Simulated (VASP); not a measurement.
**Cr: single point with PBE**

The system is Cr.

```
Cr
1.0
     2.71400    0.00000    0.00000
    -1.35700    2.35039    0.00000
     0.00000    0.00000    4.41000
Cr
2
Direct
  0.66667 0.33333 0.75000
  0.33333 0.66667 0.25000
```

This isn't the form of Cr at room conditions, which is bcc.

```json
{
  "Program": "VASP 6.6.1",
  "Task": "single point",
  "Functional": "PBE",
  "Potentials or basis": "VASP PAW PBE potentials, release 64 (Cr_pv)",
  "Cutoff": "520 eV",
  "k mesh": "11 × 11 × 6",
  "Occupations": "gaussian, width 0.018 eV",
  "Spin": "collinear spin, ferromagnetic start",
  "Starting moments": "[3.0, 3.0] μB"
}
```

```
Pressure                                              : -26.6 GPa
Net moment                                            : 1.91 μB per cell
Site moments                                          : Cr +0.86 μB
Valence electrons inside the program's atomic spheres : Cr 10.72
```

Stress tensor (GPa, compression positive):
```
-27.49   0.00   0.00
  0.00 -27.49   0.00
  0.00   0.00 -24.86
```

Levels at points of the mesh, in eV from the Fermi level:
Spin up:
```tsv
k point	band 11	band 12	band 13	band 14	band 15	band 16
(0.00, 0.00, 0.00)	-0.67	-0.36	-0.36	0.09	0.09	0.37
(0.00, 0.00, 0.50)	-0.79	-0.79	-0.79	-0.79	0.98	0.98
```
Spin down:
| k point | band 9 | band 10 | band 11 | band 12 | band 13 | band 14 |
| --- | --- | --- | --- | --- | --- | --- |
| (0.00, 0.00, 0.00) | -0.01 | 0.09 | 0.09 | 0.48 | 0.48 | 0.64 |
| (0.00, 0.00, 0.50) | -0.58 | -0.58 | 0.04 | 0.04 | 0.04 | 0.04 |

Wall time 3.5 min on 1 thread of AMD EPYC 7R13 (shared host), peak memory 0.19 GiB.

Caveat: the cell stands under tension; an empty level that is flat over the whole mesh can mark a ghost state of the potentials, or a narrow d or f band.
